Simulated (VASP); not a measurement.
CsP2:

```
Cs P
1.0
     0.00000    3.39464    3.39464
     3.39464    0.00000    3.39464
     3.39464    3.39464    0.00000
Cs P
1 2
Direct
  0.00000 0.00000 0.00000
  0.25000 0.25000 0.25000
  0.75000 0.75000 0.75000
```

```yaml
Program: VASP 6.6.1
Task: relaxation of cell and atoms
Functional: PBE
Potentials_or_basis: VASP PAW PBE potentials, release 64 (Cs_sv, P)
Cutoff: 600 eV
k_mesh: 4 × 4 × 4
Occupations: gaussian, width 0.1 eV
Spin: no spin polarisation
```

At the start: pressure 9.8 GPa; volume 26.08 Å³/atom.

**Question.** Where does the relaxation end?

**Answer.** Over 4 steps the energy falls by 203.3 meV/atom and the volume is 35.01 Å³/atom (+34.2 %); space group Fm-3m (No. 225, to 0.05 Å).

Step by step:
| step | energy change (eV) | largest force (eV/Å) | pressure (GPa) | volume (Å³) |
| --- | --- | --- | --- | --- |
| 1 | 0.0000 | 0.0000 | 9.85 | 78.24 |
| 2 | -0.5849 | 0.0000 | 1.30 | 97.83 |
| 3 | -0.5914 | 0.0000 | -0.88 | 110.79 |
| 4 | -0.6098 | 0.0000 | -0.10 | 105.02 |

Final structure:
```
Cs P
1.0
     0.00000    3.74473    3.74473
     3.74473    0.00000    3.74473
     3.74473    3.74473    0.00000
Cs P
1 2
Cartesian
  0.0000 0.0000 0.0000
  1.8724 1.8724 1.8724
  5.6171 5.6171 5.6171
```

Caveat: the k points lie up to 0.36 Å⁻¹ apart in the final cell; the volume moved by over 15 % at a fixed basis, so the end points are rough.
